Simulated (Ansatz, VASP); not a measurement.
**Two plane-wave programs on Al3Cu**

File INCAR:

```
SYSTEM = Al3Cu
PREC     = Accurate       ! precision mode
ENCUT    = 520            ! plane-wave cutoff, eV
EDIFF    = 1E-7           ! SCF threshold, eV
ISMEAR   = 0              ! smearing method
SIGMA    = 0.15           ! smearing width, eV
LREAL    = .False.        ! projectors in reciprocal space
LASPH    = .True.         ! aspherical terms in the spheres
NELM     = 80             ! most SCF steps
ALGO     = Fast           ! electronic algorithm
ISIF     = 2              ! what is computed and relaxed
LWAVE    = .False.        ! write WAVECAR
LCHARG   = .False.        ! write CHGCAR
GGA      = CA             ! functional
NBANDS   = 18             ! bands
```

File KPOINTS:

```
regular mesh
0
Gamma
  12 12 12
  0 0 0
```

File POSCAR:

```
Al3Cu
1.0
    4.0592391123      0.0000000000      0.0000000000
    0.0000000000      4.0592391123      0.0000000000
    0.0000000000      0.0000000000      3.3837817240
Al Cu
3 1
Direct
    0.0000000000      0.5000000000      0.5000000000
    0.5000000000      0.0000000000      0.5000000000
    0.5000000000      0.5000000000      0.0000000000
    0.0000000000      0.0000000000      0.0000000000
```

Input for Ansatz:

```yaml
crystal:
  lattice:
    - [4.0592391123, 0.0, 0.0]
    - [0.0, 4.0592391123, 0.0]
    - [0.0, 0.0, 3.383781724]
  atoms:
    - { symbol: Al, position: [0.0, 0.5, 0.5] }
    - { symbol: Al, position: [0.5, 0.0, 0.5] }
    - { symbol: Al, position: [0.5, 0.5, 0.0] }
    - { symbol: Cu, position: [0.0, 0.0, 0.0] }
basis:
  ecutwfc: 520.0
kpoints:
  mp_grid: { grid: [12, 12, 12] }
hamiltonian:
  xc: lda
  pseudopotentials: { kind: paw, azcp: { folder: soft_1 } }
scf:
  occupations: { method: gaussian, width: 0.15 }
output:
  forces: true
  stress: true
  eigenvalues: true
```

Alike in both runs: task single point; functional LDA; k mesh 12 × 12 × 12; occupations gaussian, width 0.15 eV; no spin polarisation.

|  | VASP | Ansatz |
| --- | --- | --- |
| version | VASP 6.6.1 | Ansatz 0.2.0 |
| potentials or method | VASP PAW LDA potentials, release 64 (Al, Cu), cutoff 520 eV | scalar-relativistic, plane waves, PAW |
| valence electrons in the cell | 20 | 28 |

```tsv
	VASP	Ansatz	Ansatz less VASP
gap on the k mesh at the Fermi level (eV)	none	none	-
pressure (GPa)	3.9	3.6	-0.28
traceless stress, the component that is largest in VASP (GPa)	5.23	5.27	+0.040
```

Ansatz warns that its potentials were made for another functional, while VASP's fit it. LDA's correlation is that of Perdew and Zunger in VASP and of Perdew and Wang (1992) in Ansatz. A gap of «none» marks a metal or a gap that the smearing closes. VASP's potentials hold 20 valence electrons a cell and Ansatz's 28, so a difference there can come from the potentials and not from the codes.
